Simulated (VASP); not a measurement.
# C (Imma) in VASP: further runs

Runs on C. Level: PBE. Tasks: single point, relaxation of cell and atoms.

All numbers are computed with VASP 6.6.1; they aren't measurements. Logs are shortened: lines on timing, memory, paths and dates and some standing lists are left out, and cuts for length are marked.

### Step 1. The cell of the first run

It takes space group Imma (No. 74, orthorhombic). Conventional cell: a = 2.547 Å, b = 4.940 Å, c = 4.204 Å, α = 90.00°, β = 90.00°, γ = 90.00°. C (site symmetry m) has 4 C at 1.50 to 1.61 Å within 2.0 Å.

### Step 2. Single point, PBE

INCAR reads:

```
PREC = Accurate
ENCUT = 520
EDIFF = 1E-7
ISMEAR = 0
SIGMA = 0.02
LREAL = F
LASPH = T
NELM = 80
ALGO = Normal
ISIF = 2
LWAVE = F
LCHARG = F
GGA = PE
NBANDS = 16
```

KPOINTS reads:

```
regular mesh
0
Gamma
  10 10 10
```

POSCAR reads:

```
C
1.0
   -1.2736886794      2.4699936133      2.1018180515
    1.2736886794     -2.4699936133      2.1018180515
    1.2736886794      2.4699936133     -2.1018180515
C
4
Direct
    0.7329639523      0.1458333116      0.5871306407
    0.9412973292      0.8541666884      0.0871306407
    0.0587026708      0.1458333116      0.9128693593
    0.2670360477      0.8541666884      0.4128693593
```

Potentials or basis: VASP PAW PBE potentials, release 64 (C).

The run is started by

```sh
$ cat potpaw_PBE.64/C/POTCAR > POTCAR
$ mpirun -np 1 vasp_std > vasp.out
```

OUTCAR:

```text
PREC = Accurate
   ENCUT = 520
   EDIFF = 1E-7
   ISMEAR = 0
   LREAL = F
   LASPH = T
   NELM = 80
   ISIF = 2
   GGA = PE

 ion  position               nearest neighbor table
   1  0.733  0.146  0.587-   4 1.50   2 1.55   2 1.55   3 1.61
   2  0.941  0.854  0.087-   3 1.50   1 1.55   1 1.55   4 1.61
   3  0.059  0.146  0.913-   2 1.50   4 1.55   4 1.55   1 1.61
   4  0.267  0.854  0.413-   1 1.50   3 1.55   3 1.55   2 1.61

  LATTYP: Found a body centered orthorhombic cell.
 ALAT       =     2.5473773588
 B/A-ratio  =     1.6501819365
 C/A-ratio  =     1.9392443799

  Lattice vectors:

 A1 = (   1.2736886794,  -2.4699936133,  -2.1018180515)
 A2 = (  -1.2736886794,  -2.4699936133,   2.1018180515)
 A3 = (  -1.2736886794,   2.4699936133,  -2.1018180515)

Analysis of symmetry for initial positions (statically):
=====================================================================
 Subroutine PRICEL returns:
 Original cell was already a primitive cell.

 Routine SETGRP: Setting up the symmetry group for a
 body centered orthorhombic supercell.

 Subroutine GETGRP returns: Found  8 space group operations
 (whereof  4 operations were pure point group operations)
 out of a pool of  8 trial point group operations.

The static configuration has the point symmetry C_2h.
 The point group associated with its full space group is D_2h.

Analysis of symmetry for dynamics (positions and initial velocities):
=====================================================================
 Subroutine PRICEL returns:
 Original cell was already a primitive cell.

 Routine SETGRP: Setting up the symmetry group for a
 body centered orthorhombic supercell.

 Subroutine GETGRP returns: Found  8 space group operations
 (whereof  4 operations were pure point group operations)
 out of a pool of  8 trial point group operations.

The dynamic configuration has the point symmetry C_2h.
 The point group associated with its full space group is D_2h.

 Subroutine INISYM returns: Found  8 space group operations
 (whereof  4 operations are pure point group operations),
 and found     1 'primitive' translations

----------------------------------------------------------------------------------------

                                     Primitive cell

  volume of cell :      26.4493

  direct lattice vectors                    reciprocal lattice vectors
    -1.273688679  2.469993613  2.101818052     0.000000000  0.202429673  0.237889288
     1.273688679 -2.469993613  2.101818052     0.392560606  0.000000000  0.237889288
     1.273688679  2.469993613 -2.101818052     0.392560606  0.202429673  0.000000000

  length of vectors
     3.484363704  3.484363704  3.484363704     0.312360506  0.459015406  0.441680430

  position of ions in fractional coordinates (direct lattice)
     0.732963952  0.145833312  0.587130641
     0.941297329  0.854166688  0.087130641
     0.058702671  0.145833312  0.912869359
     0.267036048  0.854166688  0.412869359

  ion indices of the primitive-cell ions
   primitive index   ion index
                 1           1
                 2           2
                 3           3
                 4           4

----------------------------------------------------------------------------------------

 KPOINTS: regular mesh

Automatic generation of k-mesh.
 Grid dimensions read from file:
 generate k-points for:   10   10   10

 Generating k-lattice:

  Cartesian coordinates                     Fractional coordinates (reciprocal lattice)
     0.000000000  0.020242967  0.023788929     0.100000000  0.000000000 -0.000000000
     0.039256061  0.000000000  0.023788929     0.000000000  0.100000000 -0.000000000
     0.039256061  0.020242967  0.000000000     0.000000000  0.000000000  0.100000000

  Length of vectors
     0.031236051  0.045901541  0.044168043

  Shift w.r.t. Gamma in fractional coordinates (k-lattice)
     0.000000000  0.000000000  0.000000000

 Subroutine IBZKPT returns following result:
 ===========================================

 Found    171 irreducible k-points:

 Following reciprocal coordinates:
            Coordinates               Weight
  0.000000  0.000000  0.000000      1.000000
  0.100000 -0.000000  0.000000      4.000000
  0.200000 -0.000000  0.000000      4.000000
  0.300000  0.000000  0.000000      4.000000
  0.400000  0.000000  0.000000      4.000000
  0.500000  0.000000  0.000000      2.000000
[... 16 lines left out ...]
 -0.400000  0.200000  0.000000      8.000000
 -0.300000  0.200000  0.000000      8.000000
 [... further k-points ...]
   k-points           NKPTS =    171   k-points in BZ     NKDIM =    171   number of bands    NBANDS=     16
   number of dos      NEDOS =    301   number of ions     NIONS =      4
   total plane-waves  NPLWV =  21952
   dimension x,y,z NGX =    28 NGY =   28 NGZ =   28
   dimension x,y,z NGXF=    56 NGYF=   56 NGZF=   56
   ions per type =               4
   NGX,Y,Z   is equivalent  to a cutoff of  13.36, 13.36, 13.36 a.u.
   NGXF,Y,Z  is equivalent  to a cutoff of  26.72, 26.72, 26.72 a.u.
 SYSTEM =  unknown system
   PREC   = accura    normal or accurate (medium, high low for compatibility)
   ISTART =      0    job   : 0-new  1-cont  2-samecut
   ICHARG =      2    charge: 1-file 2-atom 10-const
   ISPIN  =      1    spin polarized calculation?
   LNONCOLLINEAR =      F non collinear calculations
   LSORBIT =      F    spin-orbit coupling
   LASPH  =      T    aspherical Exc in radial PAW
   ENCUT  =  520.0 eV  38.22 Ry    6.18 a.u.   6.48  6.48  6.48*2*pi/ulx,y,z
   NELM   =     80;   NELMIN=  2; NELMDL= -5     # of ELM steps
   EDIFF  = 0.1E-06   stopping-criterion for ELM
   LREAL  =      F    real-space projection
   EDIFFG = 0.1E-05   stopping-criterion for IOM
   NSW    =      0    number of steps for IOM
   IBRION =     -1    ionic relax: 0-MD 1-quasi-New 2-CG
   NFREE  =      0    steps in history (QN), initial steepest desc. (CG)
   ISIF   =      2    stress and relaxation
   ISYM   =      2    0-nonsym 1-usesym 2-fastsym
   POTIM  = 0.5000    time-step for ionic-motion
   TEBEG  =    0.0;   TEEND  =   0.0 temperature during run
   PSTRESS=    0.0 pullay stress
   NELECT =      16.0000    total number of electrons
   NUPDOWN=      -1.0000    fix difference up-down
   EMIN   =  10.00;   EMAX   =-10.00  energy-range for DOS
   EFERMI =   0.00;   METHOD = LEGACY
   ISMEAR =     0;   SIGMA  =   0.02  broadening in eV -4-tet -1-fermi 0-gaus
   EFERMI_NEDOS =   21; number of points for ismear=-14 and -15
   IALGO  =     38    algorithm
   IMIX   =      4    mixing-type and parameters
     AMIX     =   0.40;   BMIX     =  1.00
     AMIX_MAG =   1.60;   BMIX_MAG =  1.00
  volume/ion in A,a.u.               =       6.61        44.62
  Fermi-wavevector in a.u.,A,eV,Ry     =   1.384555  2.616429 26.082251  1.916991
  Thomas-Fermi vector in A             =   2.509048
   LORBIT       =      0    0 simple, 1 ext, 2 COOP (PROOUT), +10 PAW based schemes
   GGA     = PE    functional components
   LHFCALC =     F    Hartree Fock is set to
   AEXX    =    0.0000 exact exchange contribution
   IVDW    =     0    specifies the selected vdW correction
   LEPSILON=     F    determine dielectric tensor
   LRPA    =     F    only Hartree local field effects (RPA)
 non-spin polarized calculation
 Gauss-broadening in eV      SIGMA  =   0.02
  energy-cutoff  :      520.00
  volume of cell :       26.45
 maximum number of plane-waves:       732
 NGX is ok and might be reduce to    28
   NGX = 13   NGY = 13   NGZ = 13

 number of electron      16.0000001 magnetization

 Free energy of the ion-electron system (eV)
  ---------------------------------------------------
  ext. energy  EPLUGINS =         0.00000000
  ---------------------------------------------------
  free energy    TOTEN  =       -34.92470032 eV

  energy without entropy =      -34.92470032  energy(sigma->0) =      -34.92470032

 E-fermi :   8.0879     XC(G=0): -12.0999

 val. band max:        8.0070574902   @ k =   0.5000   0.5000   0.5000
 cond. band min:      10.7184327981   @ k =   0.0000   0.0000   0.0000
 fundamental gap:      2.7113753079
 Fermi energy:         8.0878932939

 k-point     1 :       0.0000    0.0000    0.0000
  band No.  band energies     occupation
      1     -13.1541      2.00000
      2      -3.0074      2.00000
      3      -2.5480      2.00000
      4      -1.4952      2.00000
      5       1.2081      2.00000
      6       4.0741      2.00000
[... 8 lines left out ...]
     15      24.2832      0.00000
     16      24.8289      0.00000

 k-point     2 :       0.1000   -0.0000    0.0000
  band No.  band energies     occupation
      1     -13.0634      2.00000
      2      -4.1013      2.00000
      3      -1.9951      2.00000
      4      -1.3308      2.00000
      5       1.7556      2.00000
      6       3.7302      2.00000
[... 8 lines left out ...]
     15      23.9549      0.00000
     16      24.4123      0.00000

 k-point     3 :       0.2000   -0.0000    0.0000
  band No.  band energies     occupation
      1     -12.8010      2.00000
      2      -5.5064      2.00000
      3      -1.9303      2.00000
      4      -0.7677      2.00000
      5       2.9692      2.00000
      6       3.2698      2.00000
[... 8 lines left out ...]
     15      23.0370      0.00000
     16      23.2396      0.00000

 k-point     4 :       0.3000    0.0000    0.0000
  band No.  band energies     occupation
      1     -12.4056      2.00000
      2      -6.7987      2.00000
      3      -1.9635      2.00000
      4      -0.1642      2.00000
      5       2.8959      2.00000
      6       3.9916      2.00000
[... 8 lines left out ...]
     15      21.7155      0.00000
     16      22.2046      0.00000
[... 324 lines left out ...]
 k-point    22 :       0.5000    0.2000    0.0000
  band No.  band energies     occupation
      1     -11.2364      2.00000
      2      -6.9937      2.00000
      3      -2.4122      2.00000
      4      -0.7010      2.00000
      5       1.4994      2.00000
      6       2.5075      2.00000
[... 8 lines left out ...]
     15      21.1607      0.00000
     16      22.8881      0.00000

 k-point    23 :      -0.4000    0.2000    0.0000
  band No.  band energies     occupation
      1     -11.6634      2.00000
      2      -5.9602      2.00000
      3      -2.4918      2.00000
      4      -0.5195      2.00000
      5       1.0054      2.00000
      6       2.8671      2.00000
[... 8 lines left out ...]
     15      21.3573      0.00000
     16      23.6888      0.00000

 k-point    24 :      -0.3000    0.2000    0.0000
  band No.  band energies     occupation
      1     -12.0428      2.00000
      2      -4.6493      2.00000
      3      -2.6916      2.00000
      4      -0.2373      2.00000
      5       0.6043      2.00000
      6       2.6937      2.00000
[... 8 lines left out ...]
     15      21.4786      0.00000
     16      24.6707      0.00000

 [... further k-points ...]
[... 5 lines left out ...]
  --------------------------------------------------------------------------------------
  -------------------------------------------------------------------------------------
  Total        0.0920952      0.0843216      0.0776480      0.0000000     -0.0000000      0.0000000
  in kB        5.5787026      5.1078179      4.7035578      0.0000000     -0.0000000      0.0000000
  external PRESSURE =       5.1300261 kB  Pullay stress =       0.0000000 kB

 VOLUME and BASIS-vectors are now :
 -----------------------------------------------------------------------------
  energy-cutoff  :      520.00
  volume of cell :       26.45
      direct lattice vectors                 reciprocal lattice vectors
    -1.273688679  2.469993613  2.101818052     0.000000000  0.202429673  0.237889288
     1.273688679 -2.469993613  2.101818052     0.392560606  0.000000000  0.237889288
     1.273688679  2.469993613 -2.101818052     0.392560606  0.202429673  0.000000000

 POSITION                                       TOTAL-FORCE (eV/Angst)
 -----------------------------------------------------------------------------------
      0.00000      2.90042      0.61303         0.000000     -0.012621     -0.013923
     -0.00000      0.43042      3.59061        -0.000000     -0.012621      0.013923
      1.27369      2.03957     -1.48879         0.000000      0.012621     -0.013923
      1.27369     -0.43042      1.48879        -0.000000      0.012621      0.013923
 -----------------------------------------------------------------------------------
    total drift:                                0.000000     -0.000000     -0.000000

  FREE ENERGIE OF THE ION-ELECTRON SYSTEM (eV)
  ---------------------------------------------------
  free  energy   TOTEN  =       -34.9247003249 eV

  energy  without entropy=      -34.9247003249  energy(sigma->0) =      -34.92470032
```

It took 32 s on 1 thread of Intel Xeon 6975P-C (Granite Rapids), shared host; peak memory 0.18 GiB.

Results:

```yaml
Free_energy: -34.9247 eV
Pressure: 0.5 GPa
Largest_force: 0.019 eV/Å
Band_gap_on_the_k_mesh: 2.71 eV, indirect (least direct gap 3.95 eV)
```

Forces on the atoms (eV/Å):
```
C    0.000 -0.013 -0.014
C    0.000 -0.013  0.014
C    0.000  0.013 -0.014
C    0.000  0.013  0.014
```

Levels at points of the mesh, in eV from the valence-band top:
```tsv
k point	band 5	band 6	band 7	band 8	band 9	band 10	band 11	band 12
(0.00, 0.00, 0.00)	-6.80	-3.93	-3.45	-1.24	2.71	4.43	5.27	7.97
(0.50, 0.00, 0.00)	-5.43	-4.59	-2.32	-2.25	3.00	5.59	6.85	8.76
(0.00, 0.50, 0.00)	-8.55	-7.52	-3.63	-1.91	5.65	6.10	7.57	8.85
(0.50, 0.50, 0.00)	-7.38	-7.38	-4.44	-4.44	5.48	5.48	8.77	8.77
(0.50, 0.50, 0.50)	-6.62	-1.63	-0.47	0.00	4.65	5.75	7.99	9.12
```

A k mesh can miss the band edges.

(Part 1 of 2 ends here.)
